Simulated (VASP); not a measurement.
# Sn8O in VASP: single point with PBEsol

Aim: the single point of Sn8O with PBEsol.

Program: VASP 6.6.1. These are calculated values, not measurements. Logs are shortened: lines on timing, memory, paths and dates and some standing lists are left out, and cuts for length are marked.

### Step 1. The cell of the first run

The cell holds a slab with vacuum, 9 atoms: a = 4.626 Å, b = 6.542 Å, c = 25.938 Å, α = 90.00°, β = 90.00°, γ = 90.00°.

### Step 2. Single point, PBEsol

INCAR reads:

```
SYSTEM = Sn8O
PREC = Accurate
ENCUT = 520
EDIFF = 1E-7
ISMEAR = 1
SIGMA = 0.1
LREAL = .False.
LASPH = .True.
NELM = 80
ALGO = Normal
ISIF = 2
LWAVE = .False.
LCHARG = .False.
LDIPOL = .True.
IDIPOL = 3
DIPOL = 0.5 0.5 0.484
GGA = PS
NBANDS = 69
```

KPOINTS reads:

```
Automatic mesh
0
Gamma
  6 5 1
  0 0 0
```

POSCAR reads:

```
Sn8O
1.0
    4.6255804186      0.0000000000      0.0000000000
    0.0000000000      6.5415585618      0.0000000000
    0.0000000000      0.0000000000     25.9383706279
Sn O
8 1
Direct
    0.5000000000      0.0000000000      0.3276998437
    0.0000000000      0.2500000000      0.3276998437
    0.0000000000      0.5000000000      0.4168646660
    0.5000000000      0.7500000000      0.4168646660
    0.5000000000     -0.0008212281      0.5077593930
    0.0000000000      0.2508212281      0.5077593930
    0.0000000000      0.5006201598      0.5966396219
    0.5000000000      0.7493798402      0.5966396219
    0.0000000000      0.6672868265      0.6574208980
```

Potentials or basis: VASP PAW PBE potentials, release 64 (Sn_d, O).

Run with:

```
> cat potpaw_PBE.64/Sn_d/POTCAR potpaw_PBE.64/O/POTCAR > POTCAR
> mpirun -np 1 vasp_std > vasp.out
```

OUTCAR:

```text
SYSTEM = Sn8O
   PREC = Accurate
   ENCUT = 520
   EDIFF = 1E-7
   ISMEAR = 1
   LREAL = .False.
   LASPH = .True.
   NELM = 80
   ISIF = 2
   GGA = PS

 ion  position               nearest neighbor table
   1  0.500  0.000  0.328-   4 2.83   2 2.83   2 2.83
   2  0.000  0.250  0.328-   3 2.83   1 2.83   1 2.83
   3  0.000  0.500  0.417-   2 2.83   4 2.83   4 2.83   6 2.87
   4  0.500  0.750  0.417-   1 2.83   3 2.83   3 2.83   5 2.87
   5  0.500  0.999  0.508-   8 2.83   6 2.84   6 2.84   4 2.87
   6  0.000  0.251  0.508-   7 2.83   5 2.84   5 2.84   3 2.87
   7  0.000  0.501  0.597-   9 1.92   6 2.83   8 2.83   8 2.83
   8  0.500  0.749  0.597-   5 2.83   7 2.83   7 2.83   9 2.85   9 2.85
   9  0.000  0.667  0.657-   7 1.92   8 2.85   8 2.85

  LATTYP: Found a simple orthorhombic cell.
 ALAT       =     4.6255804186
 B/A-ratio  =     1.4142135624
 C/A-ratio  =     5.6075926220

  Lattice vectors:

 A1 = (   4.6255804186,   0.0000000000,   0.0000000000)
 A2 = (   0.0000000000,   6.5415585618,   0.0000000000)
 A3 = (   0.0000000000,   0.0000000000,  25.9383706279)

Analysis of symmetry for initial positions (statically):
=====================================================================
 Subroutine PRICEL returns:
 Original cell was already a primitive cell.

 Routine SETGRP: Setting up the symmetry group for a
 simple orthorhombic supercell.

 Subroutine GETGRP returns: Found  2 space group operations
 (whereof  2 operations were pure point group operations)
 out of a pool of  8 trial point group operations.

The static configuration has the point symmetry C_1h.

Analysis of symmetry for dynamics (positions and initial velocities):
=====================================================================
 Subroutine PRICEL returns:
 Original cell was already a primitive cell.

 Routine SETGRP: Setting up the symmetry group for a
 simple orthorhombic supercell.

 Subroutine GETGRP returns: Found  2 space group operations
 (whereof  2 operations were pure point group operations)
 out of a pool of  8 trial point group operations.

The dynamic configuration has the point symmetry C_1h.

 Subroutine INISYM returns: Found  2 space group operations
[... 105 lines left out ...]
   ISYM   =      2    0-nonsym 1-usesym 2-fastsym
   POTIM  = 0.5000    time-step for ionic-motion
   TEBEG  =    0.0;   TEEND  =   0.0 temperature during run
   PSTRESS=    0.0 pullay stress
   NELECT =     118.0000    total number of electrons
   NUPDOWN=      -1.0000    fix difference up-down
   EMIN   =  10.00;   EMAX   =-10.00  energy-range for DOS
   EFERMI =   0.00;   METHOD = LEGACY
   ISMEAR =     1;   SIGMA  =   0.10  broadening in eV -4-tet -1-fermi 0-gaus
   EFERMI_NEDOS =   21; number of points for ismear=-14 and -15
   IALGO  =     38    algorithm
   IMIX   =      4    mixing-type and parameters
     AMIX     =   0.40;   BMIX     =  1.00
     AMIX_MAG =   1.60;   BMIX_MAG =  1.00
  volume/ion in A,a.u.               =      87.21       588.50
  Fermi-wavevector in a.u.,A,eV,Ry     =   0.870507  1.645019 10.310249  0.757782
  Thomas-Fermi vector in A             =   1.989482
   LORBIT       =      0    0 simple, 1 ext, 2 COOP (PROOUT), +10 PAW based schemes
   GGA     = PS    functional components
   LHFCALC =     F    Hartree Fock is set to
   AEXX    =    0.0000 exact exchange contribution
   IVDW    =     0    specifies the selected vdW correction
   LEPSILON=     F    determine dielectric tensor
   LRPA    =     F    only Hartree local field effects (RPA)
 non-spin polarized calculation
 Methfessel and Paxton  Order N= 1 SIGMA  =   0.10
  energy-cutoff  :      520.00
  volume of cell :      784.86
 maximum number of plane-waves:     21178
 NGX is ok and might be reduce to    36
   NGX = 17   NGY = 25   NGZ = 97

 dipolmoment           0.000000      0.000000     -0.171021 electrons x Angstroem

 number of electron     117.9999956 magnetization

 dipolmoment           0.000000      0.000000      0.262553 electrons x Angstroem

 Free energy of the ion-electron system (eV)
  ---------------------------------------------------
  ext. energy  EPLUGINS =         0.00000000
  ---------------------------------------------------
  free energy    TOTEN  =       -35.90680539 eV

  energy without entropy =      -35.89882174  energy(sigma->0) =      -35.90414417

 E-fermi :  -1.4822     XC(G=0):  -3.8462

 val. band max:       -1.4870678154   @ k =   0.3333   0.0000   0.0000
 cond. band min:      -1.4700851321   @ k =   0.3333   0.4000   0.0000
 fundamental gap:      0.0169826833
 Fermi energy:        -1.4821910234

 k-point     1 :       0.0000    0.0000    0.0000
  band No.  band energies     occupation
      1     -23.2960      2.00000
      2     -23.0983      2.00000
      3     -23.0270      2.00000
      4     -23.0046      2.00000
      5     -22.9899      2.00000
      6     -22.9539      2.00000
[... 853 lines left out ...]
     68       2.2268      0.00000
     69       2.8835      0.00000

------------------------ aborting loop because EDIFF is reached ----------------------------------------

 vacuum level on the upper side and lower side of the slab       (xc-potential included)         0.688        -0.845

  FORCE on cell =-STRESS in cart. coord.  units (eV):
  Direction    XX          YY          ZZ          XY          YZ          ZX
  --------------------------------------------------------------------------------------
  -------------------------------------------------------------------------------------
  Total        0.8193658      1.3807232      0.4189974      0.0000000      1.1344095      0.0000000
  in kB        1.6726237      2.8185583      0.8553262      0.0000000      2.3157425      0.0000000
  external PRESSURE =       1.7821694 kB  Pullay stress =       0.0000000 kB

 VOLUME and BASIS-vectors are now :
 -----------------------------------------------------------------------------
  energy-cutoff  :      520.00
  volume of cell :      784.86
      direct lattice vectors                 reciprocal lattice vectors
     4.625580419  0.000000000  0.000000000     0.216189085  0.000000000  0.000000000
     0.000000000  6.541558562  0.000000000     0.000000000  0.152868768  0.000000000
     0.000000000  0.000000000 25.938370628     0.000000000  0.000000000  0.038552923

 POSITION                                       TOTAL-FORCE (eV/Angst)
 -----------------------------------------------------------------------------------
      2.31279      0.00000      8.50000         0.000000      0.035266      0.010847
      0.00000      1.63539      8.50000         0.000000     -0.063049     -0.031714
      0.00000      3.27078     10.81279         0.000000     -0.023162      0.035658
      2.31279      4.90617     10.81279         0.000000      0.110649     -0.002371
      2.31279      6.53619     13.17045         0.000000     -0.064729      0.055986
      0.00000      1.64076     13.17045         0.000000     -0.114711     -0.249708
      0.00000      3.27484     15.47586         0.000000     -0.680691     -0.446790
      2.31279      4.90211     15.47586         0.000000      0.207337      0.561757
      0.00000      4.36510     17.05243         0.000000      0.593089      0.066336
 -----------------------------------------------------------------------------------
    total drift:                                0.000000     -0.000200     -0.001465

  FREE ENERGIE OF THE ION-ELECTRON SYSTEM (eV)
  ---------------------------------------------------
  free  energy   TOTEN  =       -35.9068053922 eV

  energy  without entropy=      -35.8988217381  energy(sigma->0) =      -35.90414417

 vacuum level on the upper side and lower side of the slab         4.444         2.877
```

It took 46 min on 1 thread of Intel Xeon 8259CL, shared host; peak memory 0.97 GiB.

Results:

```
Free energy            : -35.9068 eV
Largest force          : 0.814 eV/Å
Band gap on the k mesh : zero (bands 59 and 60 overlap by 0.32 eV)
```

Forces in eV/Å, atoms in the order of the input:
```
Sn   0.000  0.035  0.011
Sn   0.000 -0.063 -0.032
Sn   0.000 -0.023  0.036
Sn   0.000  0.111 -0.002
Sn   0.000 -0.065  0.056
Sn   0.000 -0.115 -0.250
Sn   0.000 -0.681 -0.447
Sn   0.000  0.207  0.562
O    0.000  0.593  0.066
```

Caveat: the PAW data sets were made with another functional, which shifts forces and pressure a little; spin-orbit coupling is left out, which moves the levels of the heavy elements.
